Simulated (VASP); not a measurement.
## PtS2: single point with PBE

PtS2:

```
Pt S
1.0
     3.36607    0.00000    0.00000
    -1.68304    2.91510    0.00000
     0.00000    0.00000    7.33467
Pt S
1 2
Direct
  0.00000 0.00000 0.00000
  0.33333 0.66667 0.18446
  0.66667 0.33333 0.81554
```

```json
{"Program": "VASP 6.6.1", "Task": "single point", "Functional": "PBE", "Potentials or basis": "VASP PAW PBE potentials, release 64 (Pt, S)", "Cutoff": "520 eV", "k mesh": "12 × 12 × 6", "Occupations": "gaussian, width 0.05 eV", "Spin": "no spin polarisation", "Dipole correction": "no", "Further INCAR settings": "ALGO = Normal; EDIFF = 1e-07; NBANDS = 18"}
```

The pressure is 6.3 GPa, the largest force is 0.047 eV/Å and the band gap on the k mesh is 1.48 eV (least direct gap 1.78 eV).

Forces on the atoms (eV/Å):
```
Pt   0.000  0.000  0.000
S    0.000  0.000 -0.047
S    0.000  0.000  0.047
```

Stress tensor (GPa, compression positive):
```
 9.64  0.00  0.00
 0.00  9.64  0.00
 0.00  0.00 -0.38
```

Levels at points of the mesh, in eV from the valence-band top:
```
           k point  band 8  band 9  band 10  band 11  band 12  band 13  band 14  band 15
(0.00, 0.00, 0.00)   -1.54   -1.17    -0.09    -0.09     3.14     3.14     5.23     6.30
(0.50, 0.00, 0.00)   -2.10   -2.05    -1.74    -1.52     2.89     2.92     5.36     6.48
(0.00, 0.00, 0.50)   -1.55   -1.37    -0.09    -0.09     3.14     3.14     5.96     6.94
(0.50, 0.00, 0.50)   -2.10   -1.95    -1.74    -1.52     2.86     3.05     5.12     6.21
```

It took 110 s on 1 thread of AMD EPYC 7R13 Processor (Zen 3), on a shared host, peak memory 0.25 GiB.

Caveat: the stress differs along the axes, from -0 to 10 GPa; spin-orbit coupling is left out, which moves the levels of the heavy elements; this functional lacks dispersion, which binds layers or chains, so the pressure and a relaxed spacing across them are unreliable. A hybrid or GW would open this gap; PBE tends to underestimate it.
